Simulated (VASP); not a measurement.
Set up this calculation in VASP 6.6.1, as the native input.

```yaml
Task: single point
Functional: r2SCAN
Potentials_or_basis: VASP PAW PBE potentials, release 64 (Sr_sv, Cl)
Cutoff: 520 eV
k_mesh: 6 × 6 × 6
Occupations: gaussian, width 0.01 eV
Spin: no spin polarisation
Dipole_correction: no
Further_INCAR_settings: ALGO = Normal; EDIFF = 1e-06; NBANDS = 19
```

SrCl2:

```xyz
3
Lattice="2.4567 1.4184 4.0153 -2.4567 1.4184 4.0153 0.0000 -2.8368 4.0153" Properties=species:S:1:pos:R:3 pbc="T T T"
Sr    0.0000    0.0000    0.0000
Cl    0.0000    0.0000    3.0109
Cl    0.0000    0.0000    9.0350
```

One way to write it, as run:

POSCAR

```
SrCl2
1.0
    2.4567214715      1.4183888029      4.0153159770
   -2.4567214715      1.4183888029      4.0153159770
    0.0000000000     -2.8367776058      4.0153159770
Sr Cl
1 2
Direct
    0.0000000000      0.0000000000      0.0000000000
    0.2499511369      0.2499511369      0.2499511369
    0.7500488631      0.7500488631      0.7500488631
```

INCAR.step1

```
ALGO = Normal
EDIFF = 1E-4
ENCUT = 520
GGA = PE
ISMEAR = 0
LASPH = T
LCHARG = F
LREAL = F
LWAVE = T
NBANDS = 19
NELM = 60
PREC = Accurate
SIGMA = 0.01
```

INCAR.step2

```
ALGO = Normal
EDIFF = 1E-6
ENCUT = 520
ISIF = 2
ISMEAR = 0
ISTART = 1
LASPH = T
LCHARG = F
LMIXTAU = T
LREAL = F
LWAVE = F
METAGGA = R2SCAN
NBANDS = 19
NELM = 60
PREC = Accurate
SIGMA = 0.01
```

KPOINTS

```
k-points
0
Gamma
  6 6 6
```

Potentials or basis: VASP PAW PBE potentials, release 64 (Sr_sv, Cl).

The run is started by

```bash
$ cat potpaw_PBE.64/Sr_sv/POTCAR potpaw_PBE.64/Cl/POTCAR > POTCAR
$ cp INCAR.step1 INCAR
$ mpirun -np 1 vasp_std > vasp.out
$ cp INCAR.step2 INCAR
$ mpirun -np 1 vasp_std > vasp.out
```

It gave:

The pressure is 0.8 GPa and the band gap on the k mesh is 5.98 eV.

Caveat: the PAW data sets were made with another functional, which shifts forces and pressure a little.

Wall time 110 s on 1 thread of Intel(R) Xeon(R) 6975P-C (Granite Rapids) (shared host), peak memory 0.28 GiB.
